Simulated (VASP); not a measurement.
A run of VASP 6.6.1 is set up as follows.

File INCAR:

```
SYSTEM = AlRu
  ALGO = Normal
  EDIFF = 1E-7
  ENCUT = 520
  GGA = PE
  ISIF = 2
  ISMEAR = -1
  LASPH = .True.
  LCHARG = .True.
  LELF = .True.
  LREAL = .False.
  LVHAR = .True.
  LWAVE = .False.
  NBANDS = 16
  NELM = 100
  PREC = Accurate
  SIGMA = 0.08
```

The input KPOINTS:

```
k-points
0
Gamma
  13 13 13
  0 0 0
```

File POSCAR:

```
AlRu
1.0
    0.0000000000      2.4919559450      2.4919559450
    2.4919559450      0.0000000000      2.4919559450
    2.4919559450      2.4919559450      0.0000000000
Ru Al
1 1
Direct
    0.0000000000      0.0000000000      0.0000000000
    0.5000000000      0.5000000000      0.5000000000
```

Potentials or basis: VASP PAW PBE potentials, release 64 (Ru_pv, Al).

Launch:

```sh
$ cat potpaw_PBE.64/Ru_pv/POTCAR potpaw_PBE.64/Al/POTCAR > POTCAR
$ mpirun -np 1 vasp_std > vasp.out
```

Problem. Predict the pressure.

Solution. 0.0 GPa.
